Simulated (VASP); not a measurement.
# Ta (Immm) in VASP: single point with PBEsol

Aim: the single point of Ta with PBEsol.

All numbers are computed with VASP 6.6.1; they aren't measurements. Logs are shortened: lines on timing, memory, paths and dates and some standing lists are left out, and cuts for length are marked.

## 1. The cell of the first run

Symmetry: Immm, No. 71, orthorhombic system. The conventional cell has a = 3.280 Å, b = 3.521 Å, c = 3.773 Å, α = 90.00°, β = 90.00°, γ = 90.00°. Within 4.0 Å of Ta (site symmetry mmm) lie 14 Ta at 3.06 to 3.77 Å.

## 2. Single point, PBEsol (normal strain along x +0.0733, normal strain along z +0.1500)

Input file INCAR:

```
PREC = Accurate
ENCUT = 520
EDIFF = 1E-6
ISMEAR = 0
SIGMA = 0.15
LREAL = False
LASPH = True
NELM = 100
ALGO = Fast
ISIF = 2
LWAVE = False
LCHARG = False
GGA = PS
NBANDS = 12
```

Input file KPOINTS:

```
regular mesh
0
Gamma
  20 20 20
```

Input file POSCAR:

```
Ta
1.0
   -1.7604573939      1.6402286350      1.8862629302
    1.7604573939     -1.6402286350      1.8862629302
    1.7604573939      1.6402286350     -1.8862629302
Ta
1
Direct
    0.0000000000      0.0000000000      0.0000000000
```

Potentials or basis: VASP PAW PBE potentials, release 64 (Ta_pv).

On the command line:

```bash
cat potpaw_PBE.64/Ta_pv/POTCAR > POTCAR
mpirun -np 1 vasp_std > vasp.out
```

OUTCAR:

```text
PREC = Accurate
   ENCUT = 520
   EDIFF = 1E-6
   ISMEAR = 0
   LREAL = False
   LASPH = True
   NELM = 100
   ISIF = 2
   GGA = PS

 ion  position               nearest neighbor table
   1  0.000  0.000  0.000-

  LATTYP: Found a body centered orthorhombic cell.
 ALAT       =     3.2804572700
 B/A-ratio  =     1.0733000000
 C/A-ratio  =     1.1500000000

  Lattice vectors:

 A1 = (   1.7604573939,  -1.6402286350,  -1.8862629302)
 A2 = (  -1.7604573939,   1.6402286350,  -1.8862629302)
 A3 = (   1.7604573939,   1.6402286350,   1.8862629302)

Analysis of symmetry for initial positions (statically):
=====================================================================
 Subroutine PRICEL returns:
 Original cell was already a primitive cell.

 Routine SETGRP: Setting up the symmetry group for a
 body centered orthorhombic supercell.

 Subroutine GETGRP returns: Found  8 space group operations
 (whereof  8 operations were pure point group operations)
 out of a pool of  8 trial point group operations.

The static configuration has the point symmetry D_2h.

Analysis of symmetry for dynamics (positions and initial velocities):
=====================================================================
 Subroutine PRICEL returns:
 Original cell was already a primitive cell.

 Routine SETGRP: Setting up the symmetry group for a
 body centered orthorhombic supercell.

 Subroutine GETGRP returns: Found  8 space group operations
 (whereof  8 operations were pure point group operations)
 out of a pool of  8 trial point group operations.

The dynamic configuration has the point symmetry D_2h.

 Subroutine INISYM returns: Found  8 space group operations
 (whereof  8 operations are pure point group operations),
 and found     1 'primitive' translations

----------------------------------------------------------------------------------------

                                     Primitive cell

  volume of cell :      21.7867

  direct lattice vectors                    reciprocal lattice vectors
    -1.760457394  1.640228635  1.886262930     0.000000000  0.304835551  0.265074392
     1.760457394 -1.640228635  1.886262930     0.284017098  0.000000000  0.265074392
     1.760457394  1.640228635 -1.886262930     0.284017098  0.304835551  0.000000000

  length of vectors
[... 86 lines left out ...]
   ISIF   =      2    stress and relaxation
   ISYM   =      2    0-nonsym 1-usesym 2-fastsym
   POTIM  = 0.5000    time-step for ionic-motion
   TEBEG  =    0.0;   TEEND  =   0.0 temperature during run
   PSTRESS=    0.0 pullay stress
   NELECT =      11.0000    total number of electrons
   NUPDOWN=      -1.0000    fix difference up-down
   EMIN   =  10.00;   EMAX   =-10.00  energy-range for DOS
   EFERMI =   0.00;   METHOD = LEGACY
   ISMEAR =     0;   SIGMA  =   0.15  broadening in eV -4-tet -1-fermi 0-gaus
   EFERMI_NEDOS =   21; number of points for ismear=-14 and -15
   IALGO  =     68    algorithm
   IMIX   =      4    mixing-type and parameters
     AMIX     =   0.40;   BMIX     =  1.00
     AMIX_MAG =   1.60;   BMIX_MAG =  1.00
  volume/ion in A,a.u.               =      21.79       147.02
  Fermi-wavevector in a.u.,A,eV,Ry     =   1.303592  2.463432 23.121089  1.699352
  Thomas-Fermi vector in A             =   2.434584
   LORBIT       =      0    0 simple, 1 ext, 2 COOP (PROOUT), +10 PAW based schemes
   GGA     = PS    functional components
   LHFCALC =     F    Hartree Fock is set to
   AEXX    =    0.0000 exact exchange contribution
   IVDW    =     0    specifies the selected vdW correction
   LEPSILON=     F    determine dielectric tensor
   LRPA    =     F    only Hartree local field effects (RPA)
 non-spin polarized calculation
 RMM-DIIS sequential band-by-band and
 Gauss-broadening in eV      SIGMA  =   0.15
  energy-cutoff  :      520.00
  volume of cell :       21.79
 maximum number of plane-waves:       597
   NGX = 11   NGY = 11   NGZ = 11

 number of electron      10.9999999 magnetization

 Free energy of the ion-electron system (eV)
  ---------------------------------------------------
  ext. energy  EPLUGINS =         0.00000000
  ---------------------------------------------------
  free energy    TOTEN  =       -12.08841417 eV

  energy without entropy =      -12.06945600  energy(sigma->0) =      -12.07893508

 E-fermi :   3.9566     XC(G=0): -11.7824

 val. band max:        3.9560621030   @ k =  -0.3500  -0.1500   0.1500
 cond. band min:       3.9575753236   @ k =  -0.0500   0.3500   0.0500
 fundamental gap:      0.0015132206
 Fermi energy:         3.9566178572

 k-point     1 :       0.0000    0.0000    0.0000
  band No.  band energies     occupation
      1     -29.8796      2.00000
      2     -29.8762      2.00000
      3     -29.8619      2.00000
      4      -3.2737      2.00000
      5       3.9628      0.95359
      6       4.7567      0.00000
      7       5.3383      0.00000
      8       6.2809      0.00000
      9       7.8337      0.00000
     10      17.1201      0.00000
     11      18.0458      0.00000
     12      19.3499      0.00000
[... 331 lines left out ...]
 k-point    24 :      -0.4000    0.0500    0.0000
  band No.  band energies     occupation
      1     -30.4104      2.00000
      2     -30.0434      2.00000
      3     -29.9043      2.00000
      4       0.0736      2.00000
      5       3.0483      2.00000
      6       3.9976      0.69887
      7       6.5608      0.00000
      8       8.2002      0.00000
      9       8.6203      0.00000
     10      14.3112      0.00000
     11      16.0152      0.00000
     12      19.6766      0.00000

 [... further k-points ...]

------------------------ aborting loop because EDIFF is reached ----------------------------------------

  FORCE on cell =-STRESS in cart. coord.  units (eV):
  Direction    XX          YY          ZZ          XY          YZ          ZX
  --------------------------------------------------------------------------------------
  -------------------------------------------------------------------------------------
  Total       -3.7166634     -3.5917967     -4.2560109      0.0000000      0.0000000      0.0000000
  in kB     -273.3201713   -264.1375833   -312.9833102      0.0000000      0.0000000      0.0000000
  external PRESSURE =    -283.4803549 kB  Pullay stress =       0.0000000 kB

 VOLUME and BASIS-vectors are now :
 -----------------------------------------------------------------------------
  energy-cutoff  :      520.00
  volume of cell :       21.79
      direct lattice vectors                 reciprocal lattice vectors
    -1.760457394  1.640228635  1.886262930     0.000000000  0.304835551  0.265074392
     1.760457394 -1.640228635  1.886262930     0.284017098  0.000000000  0.265074392
     1.760457394  1.640228635 -1.886262930     0.284017098  0.304835551  0.000000000

 POSITION                                       TOTAL-FORCE (eV/Angst)
 -----------------------------------------------------------------------------------
      0.00000      0.00000      0.00000         0.000000      0.000000      0.000000
 -----------------------------------------------------------------------------------
    total drift:                                0.000000      0.000000     -0.000000

  FREE ENERGIE OF THE ION-ELECTRON SYSTEM (eV)
  ---------------------------------------------------
  free  energy   TOTEN  =       -12.0884141688 eV

  energy  without entropy=      -12.0694559976  energy(sigma->0) =      -12.07893508
```

OSZICAR:

```text
N       E                     dE             d eps       ncg     rms          rms(c)
DAV:   1     0.597350683736E+02    0.59735E+02   -0.60418E+03 28032   0.847E+02
DAV:   2    -0.116938196207E+02   -0.71429E+02   -0.69777E+02 31508   0.237E+02
DAV:   3    -0.127807292363E+02   -0.10869E+01   -0.10718E+01 34072   0.274E+01
DAV:   4    -0.127847111537E+02   -0.39819E-02   -0.39811E-02 30824   0.184E+00
DAV:   5    -0.127847320118E+02   -0.20858E-04   -0.20858E-04 34412   0.125E-01    0.994E+00
RMM:   6    -0.122266615788E+02    0.55807E+00   -0.40994E-01 29952   0.499E+00    0.432E+00
RMM:   7    -0.120892426380E+02    0.13742E+00   -0.35095E-01 30800   0.445E+00    0.499E-01
RMM:   8    -0.120885468644E+02    0.69577E-03   -0.17403E-02 32512   0.110E+00    0.303E-01
RMM:   9    -0.120883792386E+02    0.16763E-03   -0.32063E-03 34085   0.427E-01    0.702E-02
RMM:  10    -0.120884033135E+02   -0.24075E-04   -0.58692E-04 36913   0.150E-01    0.185E-02
RMM:  11    -0.120884114230E+02   -0.81095E-05   -0.87328E-05 37392   0.594E-02    0.154E-02
RMM:  12    -0.120884153843E+02   -0.39613E-05   -0.14688E-05 36922   0.232E-02    0.148E-02
RMM:  13    -0.120884140468E+02    0.13375E-05   -0.86668E-06 32594   0.192E-02    0.105E-02
RMM:  14    -0.120884141688E+02   -0.12200E-06   -0.17220E-06 26356   0.712E-03
   1 F= -.12088414E+02 E0= -.12078935E+02  d E =-.189582E-01
```

Run time: 2 min. Hardware: 1 thread of AMD EPYC 9R45 (Zen 5), shared host; peak memory 0.35 GiB.

Results:

* Free energy: -12.0884 eV
* Pressure: -28.3 GPa
* Band gap on the k mesh: zero (an odd number of electrons rules out a gap without spin polarisation)

Stress tensor (GPa, compression positive):
```
-27.33   0.00   0.00
  0.00 -26.41   0.00
  0.00   0.00 -31.30
```

Levels at points of the mesh, in eV from the Fermi level:
| k point | band 3 | band 4 | band 5 | band 6 | band 7 | band 8 |
| --- | --- | --- | --- | --- | --- | --- |
| (0.00, 0.00, 0.00) | -33.82 | -7.23 | 0.01 | 0.80 | 1.38 | 2.32 |
| (0.50, 0.00, 0.00) | -33.86 | -3.67 | -1.12 | 0.95 | 2.50 | 4.55 |
| (0.00, 0.50, 0.00) | -33.81 | -3.82 | -0.31 | 0.51 | 1.98 | 3.59 |
| (0.50, 0.50, 0.00) | -33.88 | -3.58 | -1.77 | 1.33 | 3.60 | 4.65 |
| (0.50, 0.50, 0.50) | -34.17 | -3.02 | -2.77 | 5.14 | 5.35 | 5.48 |

Caveat: the cell differs from its parent crystal (normal strain along x +0.0733, normal strain along z +0.1500); the cell stands under tension; the PAW data sets were made with another functional, which shifts forces and pressure a little; spin-orbit coupling is left out, which moves the levels of the heavy elements.
